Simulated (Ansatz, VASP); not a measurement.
**PtS2: VASP beside Ansatz**

```xyz
3
Lattice="3.7204 0.0000 0.0000 -1.8602 3.2219 0.0000 0.0000 0.0000 5.2907" Properties=species:S:1:pos:R:3 pbc="T T T"
Pt    0.0000    0.0000    0.0000
S     0.0000    2.1480    1.3227
S     1.8602    1.0740    3.9681
```

Change from the starting cell: strain +0.050 along x and y, +0.050 along z, atoms carried along.

Alike in both runs: task single point; functional PBE; k mesh 12 × 12 × 8; occupations gaussian, width 0.05 eV; no spin polarisation.

```csv
,VASP,Ansatz
version,VASP 6.6.1,Ansatz 0.2.0
potentials or method,"VASP PAW PBE potentials, release 64 (Pt, S), cutoff 520 eV","scalar-relativistic, plane waves, PAW"
valence electrons in the cell,22,30
```

VASP gave:

```
gap on the k mesh at the Fermi level (eV)                     : 0.40
least direct gap on the mesh (eV)                             : 0.68
pressure (GPa)                                                : -12.7
traceless stress, the component that is largest in VASP (GPa) : 1.92
rms of the force components (eV/Å)                            : 0.799
```

Question: Estimate Ansatz's values.

Answer: gap on the k mesh at the Fermi level (eV): 0.40; least direct gap on the mesh (eV): 0.68; pressure (GPa): -12.4; traceless stress, the component that is largest in VASP (GPa): 1.85; rms of the force components (eV/Å): 0.788.

Atom by atom the forces differ by 0.012 eV/Å (rms over components). The functional is the same, so the differences come from potentials, cutoffs and numerics. VASP's potentials hold 22 valence electrons a cell and Ansatz's 30, so a difference there can come from the potentials and not from the codes.

Spin-orbit coupling is off throughout.
